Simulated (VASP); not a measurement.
# Cs8HCl8 (a cell with a defect) in VASP: single point with PBE+D3(BJ)

Aim: the single point of Cs8HCl8 (a cell with a defect) with PBE+D3(BJ).

All numbers are computed with VASP 6.6.1; they aren't measurements. Logs are shortened: lines on timing, memory, paths and dates and some standing lists are left out, and cuts for length are marked.

## Step 1: The cell of the first run

The cell holds a defect, 17 atoms: a = 8.287 Å, b = 8.287 Å, c = 8.287 Å, α = 90.00°, β = 90.00°, γ = 90.00°.

## Step 2: Single point, PBE+D3(BJ), collinear spin

File INCAR:

```
PREC = Accurate ; ENCUT = 400
EDIFF = 1E-6 ; ISMEAR = -1
SIGMA = 0.05 ; LREAL = False
LASPH = True ; NELM = 200
ALGO = Normal ; ISIF = 2
LWAVE = False ; LCHARG = False
ISPIN = 2 ; MAGMOM = 0 0 0 0 0 0 0 0 0 0 0 0 0 0 0 0 1
LORBIT = 11 ; GGA = PE
IVDW = 12 ; NBANDS = 82
GGA_COMPAT = False
```

File KPOINTS:

```
Automatic mesh
0
Gamma
  1 1 1
```

File POSCAR:

```
Cs8HCl8
1.0
    8.2873970000      0.0000000000      0.0000000000
    0.0000000000      8.2873970000      0.0000000000
    0.0000000000      0.0000000000      8.2873970000
Cs Cl H
8 8 1
Direct
    0.0018719375      0.0030994964      0.0007102942
    0.0102849257      0.0017049449      0.5039954724
    0.0018558687      0.4965794587      0.0007192545
    0.0103581605      0.4979712144      0.5040077441
    0.5071989150      0.0025302228      0.0007820646
    0.5129412451      0.0009038247      0.5039388809
    0.5071411161      0.4972572185      0.0007659605
    0.5129439574      0.4986524580      0.5039126756
    0.2578596306      0.2498689366      0.2540299276
    0.2578018087      0.2498689945      0.7503361106
    0.2529221381      0.7498804283      0.2262855162
    0.2536046667      0.7498842432      0.7749798636
    0.7570313224      0.2498240822      0.2546709126
    0.7570978339      0.2498249769      0.7500887763
    0.7545636443      0.7498133277      0.2537280117
    0.7550925353      0.7498116124      0.7506024674
    0.2580210940      0.7500152598      0.4614263672
```

Potentials or basis: VASP PAW PBE potentials, release 64 (Cs_sv, Cl, H).

Run with:

```bash
$ cat potpaw_PBE.64/Cs_sv/POTCAR potpaw_PBE.64/Cl/POTCAR potpaw_PBE.64/H/POTCAR > POTCAR
$ mpirun -np 1 vasp_gam > vasp.out
```

OUTCAR:

```text
PREC = Accurate
   ENCUT = 400
   EDIFF = 1E-6
   ISMEAR = -1
   LREAL = False
   LASPH = True
   NELM = 200
   ISIF = 2
   ISPIN = 2
   LORBIT = 11
   GGA = PE
   IVDW = 12
 IVDW          = 12

 ion  position               nearest neighbor table
   1  0.002  0.003  0.001-
   2  0.010  0.002  0.504-
   3  0.002  0.497  0.001-
   4  0.010  0.498  0.504-
   5  0.507  0.003  0.001-
   6  0.513  0.001  0.504-
[... 9 lines left out ...]
  16  0.755  0.750  0.751-
  17  0.258  0.750  0.461-

  LATTYP: Found a simple cubic cell.
 ALAT       =     8.2873970000

  Lattice vectors:

 A1 = (   8.2873970000,   0.0000000000,   0.0000000000)
 A2 = (   0.0000000000,   8.2873970000,   0.0000000000)
 A3 = (   0.0000000000,   0.0000000000,   8.2873970000)

Analysis of symmetry for initial positions (statically):
=====================================================================
 Subroutine PRICEL returns:
 Original cell was already a primitive cell.

 Routine SETGRP: Setting up the symmetry group for a
 simple cubic supercell.

 Subroutine GETGRP returns: Found  1 space group operations
 (whereof  1 operations were pure point group operations)
 out of a pool of 48 trial point group operations.

The static configuration has the point symmetry C_1 .

Analysis of symmetry for dynamics (positions and initial velocities):
=====================================================================
 Subroutine PRICEL returns:
 Original cell was already a primitive cell.

 Routine SETGRP: Setting up the symmetry group for a
 simple cubic supercell.

 Subroutine GETGRP returns: Found  1 space group operations
 (whereof  1 operations were pure point group operations)
 out of a pool of 48 trial point group operations.

The dynamic configuration has the point symmetry C_1 .

Analysis of structural, dynamic, and magnetic symmetry:
=====================================================================
 Subroutine PRICEL returns:
 Original cell was already a primitive cell.

 Routine SETGRP: Setting up the symmetry group for a
 simple cubic supercell.

 Subroutine GETGRP returns: Found  1 space group operations
 (whereof  1 operations were pure point group operations)
 out of a pool of 48 trial point group operations.

The overall configuration has the point symmetry C_1 .

 Subroutine INISYM returns: Found  1 space group operations
 (whereof  1 operations are pure point group operations),
 and found     1 'primitive' translations

----------------------------------------------------------------------------------------

                                     Primitive cell

  volume of cell :     569.1863

  direct lattice vectors                    reciprocal lattice vectors
     8.287397000  0.000000000  0.000000000     0.120665150  0.000000000  0.000000000
     0.000000000  8.287397000  0.000000000     0.000000000  0.120665150  0.000000000
     0.000000000  0.000000000  8.287397000     0.000000000  0.000000000  0.120665150

  length of vectors
     8.287397000  8.287397000  8.287397000     0.120665150  0.120665150  0.120665150

  position of ions in fractional coordinates (direct lattice)
     0.001871937  0.003099496  0.000710294
     0.010284926  0.001704945  0.503995472
     0.001855869  0.496579459  0.000719254
     0.010358160  0.497971214  0.504007744
     0.507198915  0.002530223  0.000782065
     0.512941245  0.000903825  0.503938881
[... 9 lines left out ...]
     0.755092535  0.749811612  0.750602467
     0.258021094  0.750015260  0.461426367

  ion indices of the primitive-cell ions
   primitive index   ion index
                 1           1
                 2           2
                 3           3
                 4           4
                 5           5
                 6           6
[... 9 lines left out ...]
                16          16
                17          17

----------------------------------------------------------------------------------------

 KPOINTS: Automatic mesh

Automatic generation of k-mesh.
 Grid dimensions read from file:
 generate k-points for:    1    1    1

 Generating k-lattice:

  Cartesian coordinates                     Fractional coordinates (reciprocal lattice)
     0.120665150  0.000000000  0.000000000     1.000000000  0.000000000  0.000000000
     0.000000000  0.120665150  0.000000000     0.000000000  1.000000000  0.000000000
     0.000000000  0.000000000  0.120665150     0.000000000  0.000000000  1.000000000

  Length of vectors
     0.120665150  0.120665150  0.120665150

  Shift w.r.t. Gamma in fractional coordinates (k-lattice)
     0.000000000  0.000000000  0.000000000

 Subroutine IBZKPT returns following result:
 ===========================================

 Found      1 irreducible k-points:

 Following reciprocal coordinates:
            Coordinates               Weight
  0.000000  0.000000  0.000000      1.000000
   k-points           NKPTS =      1   k-points in BZ     NKDIM =      1   number of bands    NBANDS=     82
   number of dos      NEDOS =    301   number of ions     NIONS =     17
   total plane-waves  NPLWV = 157464
   dimension x,y,z NGX =    54 NGY =   54 NGZ =   54
   dimension x,y,z NGXF=   108 NGYF=  108 NGZF=  108
   ions per type =               8   8   1
   NGX,Y,Z   is equivalent  to a cutoff of  10.83, 10.83, 10.83 a.u.
   NGXF,Y,Z  is equivalent  to a cutoff of  21.66, 21.66, 21.66 a.u.
 SYSTEM =  unknown system
   PREC   = accura    normal or accurate (medium, high low for compatibility)
   ISTART =      0    job   : 0-new  1-cont  2-samecut
   ICHARG =      2    charge: 1-file 2-atom 10-const
   ISPIN  =      2    spin polarized calculation?
   LNONCOLLINEAR =      F non collinear calculations
   LSORBIT =      F    spin-orbit coupling
   LASPH  =      T    aspherical Exc in radial PAW
   ENCUT  =  400.0 eV  29.40 Ry    5.42 a.u.  13.51 13.51 13.51*2*pi/ulx,y,z
   NELM   =    200;   NELMIN=  2; NELMDL= -5     # of ELM steps
   EDIFF  = 0.1E-05   stopping-criterion for ELM
   LREAL  =      F    real-space projection
[... 7 lines left out ...]
   TEBEG  =    0.0;   TEEND  =   0.0 temperature during run
   PSTRESS=    0.0 pullay stress
   NELECT =     129.0000    total number of electrons
   NUPDOWN=      -1.0000    fix difference up-down
   EMIN   =  10.00;   EMAX   =-10.00  energy-range for DOS
   EFERMI =   0.00;   METHOD = LEGACY
   ISMEAR =    -1;   SIGMA  =   0.05  broadening in eV -4-tet -1-fermi 0-gaus
   EFERMI_NEDOS =   21; number of points for ismear=-14 and -15
   IALGO  =     38    algorithm
   IMIX   =      4    mixing-type and parameters
     AMIX     =   0.40;   BMIX     =  1.00
     AMIX_MAG =   1.60;   BMIX_MAG =  1.00
  volume/ion in A,a.u.               =      33.48       225.94
  Fermi-wavevector in a.u.,A,eV,Ry     =   0.998129  1.886190 13.554955  0.996261
  Thomas-Fermi vector in A             =   2.130332
   LORBIT       =     11    0 simple, 1 ext, 2 COOP (PROOUT), +10 PAW based schemes
   GGA     = PE    functional components
   LHFCALC =     F    Hartree Fock is set to
   AEXX    =    0.0000 exact exchange contribution
   IVDW    =    12    specifies the selected vdW correction
   LEPSILON=     F    determine dielectric tensor
   LRPA    =     F    only Hartree local field effects (RPA)
 spin polarized calculation
  energy-cutoff  :      400.00
  volume of cell :      569.19
 maximum number of plane-waves:      5198
 NGX is ok and might be reduce to    54
   NGX = 27   NGY = 27   NGZ = 27

 number of electron     128.9999984 magnetization       0.9999998

 Free energy of the ion-electron system (eV)
  ---------------------------------------------------
  ext. energy  EPLUGINS =         0.00000000
  ---------------------------------------------------
  free energy    TOTEN  =       -52.29328257 eV

  energy without entropy =      -52.29328250  energy(sigma->0) =      -52.29328253

 E-fermi :   2.3238     XC(G=0):  -8.2144

 val. band max:        1.4705578536   @ k =   0.0000   0.0000   0.0000
 cond. band min:       3.1772156849   @ k =   0.0000   0.0000   0.0000
 fundamental gap:      1.7066578313
 Fermi energy:         2.3238414193

 spin component 1

 k-point     1 :       0.0000    0.0000    0.0000
  band No.  band energies     occupation
      1     -19.7490      1.00000
      2     -19.6720      1.00000
      3     -19.6717      1.00000
      4     -19.6519      1.00000
      5     -19.6058      1.00000
      6     -19.5837      1.00000
[... 68 lines left out ...]
     75       6.0164      0.00000
     76       6.0369      0.00000
 Fermi energy:         2.3238414193

 spin component 2

 k-point     1 :       0.0000    0.0000    0.0000
  band No.  band energies     occupation
      1     -19.7439      1.00000
      2     -19.6676      1.00000
      3     -19.6672      1.00000
      4     -19.6489      1.00000
      5     -19.6015      1.00000
      6     -19.5811      1.00000
[... 68 lines left out ...]
     75       6.0422      0.00000
     76       6.0482      0.00000
 [bands above 76 left out]

------------------------ aborting loop because EDIFF is reached ----------------------------------------

 Edisp (eV)   -3.35647

 E8    (eV) :    -1.6791

  FORCE on cell =-STRESS in cart. coord.  units (eV):
  Direction    XX          YY          ZZ          XY          YZ          ZX
  --------------------------------------------------------------------------------------
  -------------------------------------------------------------------------------------
  Total       2.83947     2.83769     4.52192    -0.00053     0.00042     0.00986
  in kB       7.99269     7.98769    12.72854    -0.00150     0.00117     0.02776
  external pressure =        9.57 kB  Pullay stress =        0.00 kB

 VOLUME and BASIS-vectors are now :
 -----------------------------------------------------------------------------
  energy-cutoff  :      400.00
  volume of cell :      569.19
      direct lattice vectors                 reciprocal lattice vectors
     8.287397000  0.000000000  0.000000000     0.120665150  0.000000000  0.000000000
     0.000000000  8.287397000  0.000000000     0.000000000  0.120665150  0.000000000
     0.000000000  0.000000000  8.287397000     0.000000000  0.000000000  0.120665150

 POSITION                                       TOTAL-FORCE (eV/Angst)
 -----------------------------------------------------------------------------------
      0.01551      0.02569      0.00589         0.001375     -0.005402     -0.005228
      0.08524      0.01413      4.17681        -0.022564     -0.010058      0.012179
      0.01538      4.11535      0.00596         0.001319      0.005383     -0.005191
      0.08584      4.12689      4.17691        -0.022599      0.010697      0.012096
      4.20336      0.02097      0.00648         0.007553     -0.003299     -0.006189
      4.25095      0.00749      4.17634        -0.022176      0.001637      0.009349
[... 9 lines left out ...]
      6.25775      6.21399      6.22054         0.012328      0.000051     -0.000718
      2.13832      6.21567      3.82402         0.024421     -0.000882      0.018632
 -----------------------------------------------------------------------------------
    total drift:                               -0.001630     -0.000190     -0.001129

  FREE ENERGIE OF THE ION-ELECTRON SYSTEM (eV)
  ---------------------------------------------------
  free  energy   TOTEN  =       -55.6497517463 eV

  energy  without entropy=      -55.6497516763  energy(sigma->0) =      -55.64975171

 total charge

# of ion       s       p       d       tot
------------------------------------------
    1        1.843   4.719   0.030   6.592
    2        1.842   4.717   0.030   6.590
    3        1.843   4.719   0.030   6.592
    4        1.842   4.717   0.030   6.590
    5        1.843   4.719   0.030   6.591
    6        1.843   4.717   0.030   6.590
[... 9 lines left out ...]
   16        1.587   3.563   0.000   5.151
   17        0.428   0.007   0.000   0.435
--------------------------------------------------
tot         27.890  66.188   0.241  94.318

 magnetization (x)

# of ion       s       p       d       tot
------------------------------------------
    1        0.000   0.000   0.001   0.002
    2        0.001   0.002   0.003   0.006
    3        0.000   0.000   0.001   0.002
    4        0.001   0.002   0.003   0.006
    5        0.000   0.000   0.001   0.002
    6        0.001   0.002   0.003   0.006
[... 9 lines left out ...]
   16       -0.000   0.000   0.000  -0.000
   17        0.267   0.001   0.000   0.268
--------------------------------------------------
tot          0.298   0.163   0.018   0.479
```

Run time: 2.2 min. Hardware: 1 thread of Intel Xeon Platinum 8375C at 2.90GHz (Ice Lake), shared host; peak memory 0.51 GiB.

Results:

```
Free energy                                           : -55.6498 eV
Pressure                                              : 1.0 GPa
Largest force                                         : 0.074 eV/Å
Net moment                                            : 1.00 μB per cell
Site moments                                          : Cs +0.00, +0.01 (each value once); Cl -0.00, +0.15, +0.03, +0.00 (each value once); H +0.27 μB
Valence electrons inside the program's atomic spheres : Cs 6.59; Cl 5.15, 5.12, 5.14 (each value once); H 0.43
Dispersion energy per atom                            : -0.197 eV
```

Forces on the atoms (eV/Å):
```
Cs   0.001 -0.005 -0.005
Cs  -0.023 -0.010  0.012
Cs   0.001  0.005 -0.005
Cs  -0.023  0.011  0.012
Cs   0.008 -0.003 -0.006
Cs  -0.022  0.002  0.009
Cs   0.008  0.003 -0.006
Cs  -0.022 -0.001  0.009
Cl  -0.001  0.000  0.002
Cl  -0.001  0.000  0.000
Cl   0.009  0.000 -0.073
Cl   0.009  0.000  0.029
Cl   0.004  0.000  0.002
Cl   0.002  0.000 -0.001
Cl   0.012  0.000  0.003
Cl   0.012  0.000 -0.001
H    0.024 -0.001  0.019
```

Caveat: the k points lie up to 0.76 Å⁻¹ apart; spin-orbit coupling is left out, which moves the levels of the heavy elements.
